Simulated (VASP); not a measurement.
Runs of VASP 6.6.1 on Cr. The structure is that of space group Fm-3m (No. 225), or close to it. The cells are those of the table. 

```csv
cell,gap on the mesh (eV),pressure (GPa)
"a = 2.625, b = 2.625, c = 2.648 Å, angles 59.7, 59.7, 60.6°, 1 atom",none,-24.2
"a = 2.622, b = 2.622, c = 2.641 Å, angles 59.8, 59.8, 60.5°, 1 atom",none,(a)
"a = 2.576, b = 2.576, c = 2.550 Å, angles 60.3, 60.3, 59.3°, 1 atom",none,-10.7
"a = 2.596, b = 2.596, c = 2.589 Å, angles 60.1, 60.1, 59.8°, 1 atom",none,-16.8
"a = 2.628, b = 2.628, c = 2.654 Å, angles 59.7, 59.7, 60.7°, 1 atom",none,(b)
```

Alike in all rows: task single point; level PBEsol; potentials or basis VASP PAW PBE potentials, release 64 (Cr_pv); no spin polarisation; k mesh 22 × 22 × 22; cutoff (eV) 520; smearing gaussian 0.15 eV.

**Question.** Estimate the missing entries.

**Answer.** (a) -23.4; (b) -25.0.

Caveats: the PAW data sets were made with another functional, which shifts forces and pressure a little; the run has no spin polarisation, though such a crystal can be magnetic; the cell stands under tension (at least some runs); the stress differs along the axes, from -13 to -7 GPa (at least some runs); the stress differs along the axes, from -29 to -23 GPa (at least some runs).

A gap of «none» marks levels without a gap at the run's occupations.
